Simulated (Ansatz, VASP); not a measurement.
# TaN in VASP and in Ansatz

```xyz
6
Lattice="5.1489 0.0000 0.0000 -2.5745 4.4591 0.0000 0.0000 0.0000 2.8756" Properties=species:S:1:pos:R:3 pbc="T T T"
Ta    0.0000    0.0000    0.0000
Ta    0.0000    2.9727    1.4378
Ta    2.5745    1.4864    1.4378
N     2.0256    0.0000    0.0000
N     1.5617    2.7049    0.0000
N    -1.0128    1.7542    0.0000
```

Alike in both runs: functional LDA; k mesh 12 × 12 × 18; occupations fermi-dirac, width 0.15 eV; no spin polarisation.

Ansatz relaxed the structure, and its values are those at the end. VASP's run is a single point on that final structure, the one shown.

```csv
,VASP,Ansatz
version,VASP 6.6.1,Ansatz 0.2.0
potentials or method,"VASP PAW LDA potentials, release 64 (Ta_pv, N), cutoff 520 eV","scalar-relativistic, plane waves, PAW"
valence electrons in the cell,48,54
```

|  | VASP | Ansatz | Ansatz less VASP |
| --- | --- | --- | --- |
| gap on the k mesh at the Fermi level (eV) | none | none | - |
| pressure (GPa) | 2.0 | 0.0 | -1.95 |
| rms of the force components (eV/Å) | 0.005 | 0.000 | -0.0049 |

Ansatz warns that its potentials were made for another functional, while VASP's fit it. LDA's correlation is that of Perdew and Zunger in VASP and of Perdew and Wang (1992) in Ansatz. A gap of «none» marks a metal or a gap that the smearing closes. VASP's potentials hold 48 valence electrons a cell and Ansatz's 54, so a difference there can come from the potentials and not from the codes.

Spin-orbit coupling is off throughout.
